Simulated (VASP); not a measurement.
Runs of VASP 6.6.1 on SbTe2O3. The structure is that of space group P4mm (No. 99), or close to it. The cells are those of the table. 

| task | cell | k mesh | cutoff (eV) | gap on the mesh (eV) | pressure (GPa) | relaxed volume (Å³/atom) | largest force (eV/Å) |
| --- | --- | --- | --- | --- | --- | --- | --- |
| single point | a = 4.324, b = 4.324, c = 6.583 Å, 6 atoms | 4 × 4 × 4 | 520 | none | 28.6 | - | 13.89 |
| relaxation of cell and atoms | relaxed from a = 4.660, b = 4.660, c = 5.216 Å, 6 atoms | 8 × 8 × 8 | 600 | none | 0.0 | (a) | - |
| single point | a = 4.660, b = 4.660, c = 5.216 Å, 6 atoms | 4 × 4 × 4 | 520 | none | -0.3 | - | 0.04 |
| relaxation of cell and atoms | relaxed from a = 4.324, b = 4.324, c = 6.583 Å, 6 atoms | 4 × 4 × 4 | 600 | none | -0.2 | 18.85 | 0.04 |
| single point | a = 4.662, b = 4.662, c = 5.229 Å, 6 atoms | 8 × 8 × 8 | 520 | none | (b) | - | 0.03 |

Alike in all rows: level PBE; potentials or basis VASP PAW PBE potentials, release 64 (Sb, Te, O); no spin polarisation; smearing gaussian 0.1 eV.

Q: Fill in the values left out.

A: (a) 18.78; (b) -0.5.

Caveats: some runs use coarse meshes; spin-orbit coupling is left out, which moves the levels of the heavy elements; an odd number of electrons without spin polarisation forces a metal; a magnetic or distorted state may lie lower.

A k mesh can miss the band edges, and the runs leave out spin-orbit coupling on Sb, Te.

A gap of «none» marks levels without a gap at the run's occupations.
